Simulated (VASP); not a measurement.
SiC: single point with r2SCAN

SiC:

```
Si C
1.0
    -1.53878   -2.66524    0.00000
     1.53878   -2.66524    0.00000
    -0.76939   -1.33262   10.07677
Si C
4 4
Direct
  0.03631 0.33333 0.59404
  0.61965 0.66667 0.09404
  0.82795 0.00000 0.34409
  0.57795 0.00000 0.84409
  0.13033 0.33333 0.40600
  0.21366 0.66667 0.90600
  0.92167 0.00000 0.15666
  0.67167 0.00000 0.65666
```

```
Program                : VASP 6.6.1
Task                   : single point
Functional             : r2SCAN
Potentials or basis    : VASP PAW PBE potentials, release 64 (Si, C)
Cutoff                 : 520 eV
k mesh                 : 8 × 8 × 3
Occupations            : gaussian, width 0.05 eV
Spin                   : no spin polarisation
Dipole correction      : no
Further INCAR settings : ALGO = Normal; EDIFF = 1e-06; NBANDS = 26; ISYM = 0
```

```
Pressure               : -1.8 GPa
Largest force          : 1.192 eV/Å
Band gap on the k mesh : 0.84 eV (least direct gap 1.47 eV)
```

Forces in eV/Å, atoms in the order of the input:
```
Si   0.013 -0.008  0.107
Si  -0.306  0.177 -0.356
Si   0.264 -0.152  0.336
Si   0.432 -0.249 -0.153
C   -0.014  0.008 -0.075
C   -1.021  0.589 -0.183
C    0.749 -0.432  0.547
C   -0.118  0.068 -0.223
```

Stress tensor (GPa, compression positive):
```
-2.49 -4.58  4.98
-4.58 -7.79 -2.88
 4.98 -2.88  4.92
```

Levels at points of the mesh, in eV from the valence-band top:
```
           k point  band 14  band 15  band 16  band 17  band 18  band 19
(0.00, 0.00, 0.00)    -0.66    -0.50    -0.06     4.56     5.40     6.09
(0.50, 0.00, 0.00)    -2.73    -1.94    -0.63     0.84     3.03     3.11
(0.00, 0.50, 0.00)    -2.21    -2.08    -1.51     1.31     2.62     3.09
(0.50, 0.50, 0.00)    -2.67    -1.97    -0.91     1.07     2.65     3.39
```

Wall time 13 min on 1 thread of Oxide Virtual Turin-like Processor (shared host), peak memory 0.28 GiB.

Caveat: the PAW data sets were made with another functional, which shifts forces and pressure a little; an odd mesh through Γ misses points on the zone boundary, where band edges can lie.
